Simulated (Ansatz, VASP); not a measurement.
One calculation of C, two programs

```
CELL_PARAMETERS angstrom
2.46125 0.00000 0.00000
-1.23062 2.13150 0.00000
0.00000 0.00000 4.07322
ATOMIC_POSITIONS crystal
C 0.33333 0.66667 0.99990
C 0.66667 0.33333 0.49990
C 0.33333 0.66667 0.37410
C 0.66667 0.33333 0.87410
```

Change from the starting cell: strained cell.

Alike in both runs: functional PBEsol; k mesh 9 × 9 × 6; occupations gaussian, width 0.02 eV; no spin polarisation.

Ansatz relaxed the structure, and its values are those at the end. VASP's run is a single point on that final structure, the one shown.

```csv
,VASP,Ansatz
version,VASP 6.6.1,Ansatz 0.2.0
potentials or method,"VASP PAW PBE potentials, release 64 (C), cutoff 520 eV","scalar-relativistic, plane waves, PAW"
valence electrons in the cell,16,16
```

Ansatz gave:

```
gap on the k mesh at the Fermi level (eV) : 2.87
least direct gap on the mesh (eV)         : 4.92
pressure (GPa)                            : 25.5
```

Question: What did VASP give for the same quantities?

Answer: gap on the k mesh at the Fermi level (eV): 2.85; least direct gap on the mesh (eV): 4.91; pressure (GPa): 27.0.

VASP's potentials were made for PBE, not for PBEsol, and Ansatz warns of the same on its side. Ansatz's warnings: stress scf threshold loose.
